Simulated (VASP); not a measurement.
A run of VASP 6.6.1:

Contents of INCAR:

```
SYSTEM = NaH
PREC = Accurate ; ENCUT = 500
EDIFF = 1E-7 ; ISMEAR = 0
SIGMA = 0.02 ; LREAL = .FALSE.
LASPH = .TRUE. ; NELM = 120
ALGO = Normal ; ISIF = 4
LWAVE = .FALSE. ; LCHARG = .FALSE.
GGA = PE ; IBRION = 2
NSW = 50 ; EDIFFG = -0.01
GGA_COMPAT = .FALSE. ; NELMIN = 4
```

File KPOINTS:

```
regular mesh
0
G
  12 12 2
  0 0 0
```

The input POSCAR:

```
NaH
1.0
    3.3078139714      0.0000000000      0.0000000000
   -1.6539069857      2.8646509302      0.0000000000
    0.0000000000      0.0000000000     11.2549976030
Na H
4 4
Direct
    0.6666666667      0.3333333333      0.8780795698
    0.3333333333      0.6666666667      0.1219204302
    0.3333333333      0.6666666667      0.3780795698
    0.6666666667      0.3333333333      0.6219204302
    0.0000000000      0.0000000000      0.0000000000
    0.0000000000      0.0000000000      0.5000000000
    0.6666666667      0.3333333333      0.2500000000
    0.3333333333      0.6666666667      0.7500000000
```

Potentials or basis: VASP PAW PBE potentials, release 64 (Na_pv, H).

Command:

```bash
$ cat potpaw_PBE.64/Na_pv/POTCAR potpaw_PBE.64/H/POTCAR > POTCAR
$ mpirun -np 1 vasp_std > vasp.out
```

Hardware: 1 thread of Intel(R) Xeon(R) Platinum 8488C (Sapphire Rapids), with other jobs on the host.

Q: How long does it take, and how much memory?

A: It took 44 s on 1 thread of Intel(R) Xeon(R) Platinum 8488C (Sapphire Rapids), on a shared host, peak memory 0.23 GiB. Counts: scf iterations 13, k points 38, ion steps 1.
